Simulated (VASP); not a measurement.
Wanted: the native input for a VASP 6.6.1 run.

```yaml
Task: single point
Functional: r2SCAN
Potentials_or_basis: VASP PAW PBE potentials, release 64 (W_sv, C)
Cutoff: 520 eV
k_mesh: 18 × 18 × 16
Occupations: gaussian, width 0.15 eV
Spin: no spin polarisation
Dipole_correction: no
Further_INCAR_settings: ALGO = Normal; EDIFF = 1e-06; NBANDS = 16
```

The system is WC.

```xyz
2
Lattice="2.9440 0.0000 0.0000 -1.4720 2.4742 0.0000 0.0000 0.0000 2.8290" Properties=species:S:1:pos:R:3 pbc="T T T"
W     0.0000    0.0000    0.0000
C     1.4720    0.8247    1.4145
```

This cell differs from its parent crystal: strain +0.0150 x Voigt [1, -1, 0, 0, 0, 0].

These files were run (other wordings do the same):

POSCAR

```
WC
1.0
    2.9440089575      0.0000000000      0.0000000000
   -1.4720044788      2.4742293084      0.0000000000
    0.0000000000      0.0000000000      2.8290000000
W C
1 1
Direct
    0.0000000000      0.0000000000      0.0000000000
    0.6666666667      0.3333333333      0.5000000000
```

INCAR.step1

```
SYSTEM = WC
PREC     = Accurate       ! precision mode
ENCUT    = 520            ! plane-wave cutoff, eV
ISMEAR   = 0              ! smearing method
SIGMA    = 0.15           ! smearing width, eV
LREAL    = .FALSE.        ! projectors in reciprocal space
LASPH    = .TRUE.         ! aspherical terms in the spheres
NELM     = 60             ! most SCF steps
NBANDS   = 16             ! bands
GGA      = PE             ! functional
ALGO     = Normal         ! electronic algorithm
EDIFF    = 1E-4           ! SCF threshold, eV
LWAVE    = .TRUE.         ! write WAVECAR
LCHARG   = .FALSE.        ! write CHGCAR
```

INCAR.step2

```
SYSTEM = WC
PREC     = Accurate       ! precision mode
ENCUT    = 520            ! plane-wave cutoff, eV
EDIFF    = 1E-6           ! SCF threshold, eV
ISMEAR   = 0              ! smearing method
SIGMA    = 0.15           ! smearing width, eV
LREAL    = .FALSE.        ! projectors in reciprocal space
LASPH    = .TRUE.         ! aspherical terms in the spheres
NELM     = 60             ! most SCF steps
ALGO     = Normal         ! electronic algorithm
ISIF     = 2              ! what is computed and relaxed
LWAVE    = .FALSE.        ! write WAVECAR
LCHARG   = .FALSE.        ! write CHGCAR
METAGGA  = R2SCAN         ! meta-GGA
LMIXTAU  = .TRUE.       
NBANDS   = 16             ! bands
ISTART   = 1
```

KPOINTS

```
Automatic mesh
0
G
  18 18 16
  0 0 0
```

Potentials or basis: VASP PAW PBE potentials, release 64 (W_sv, C).

Command:

```bash
$ cat potpaw_PBE.64/W_sv/POTCAR potpaw_PBE.64/C/POTCAR > POTCAR
$ cp INCAR.step1 INCAR
$ mpirun -np 1 vasp_std > vasp.out
$ cp INCAR.step2 INCAR
$ mpirun -np 1 vasp_std > vasp.out
```

Results of the run:

```yaml
Pressure: 6.6 GPa
Largest_force: 0.174 eV/Å
Band_gap_on_the_k_mesh: zero (band 9 reaches 11.81 eV, above the bottom of band 10 at 10.61 eV)
```

Caveat: the cell differs from its parent crystal (strain +0.0150 x Voigt [1, -1, 0, 0, 0, 0]); the PAW data sets were made with another functional, which shifts forces and pressure a little; spin-orbit coupling is left out, which moves the levels of the heavy elements.

It took 20 min on 1 thread of Oxide Virtual Turin-like Processor, with other jobs on the host, peak memory 0.33 GiB.
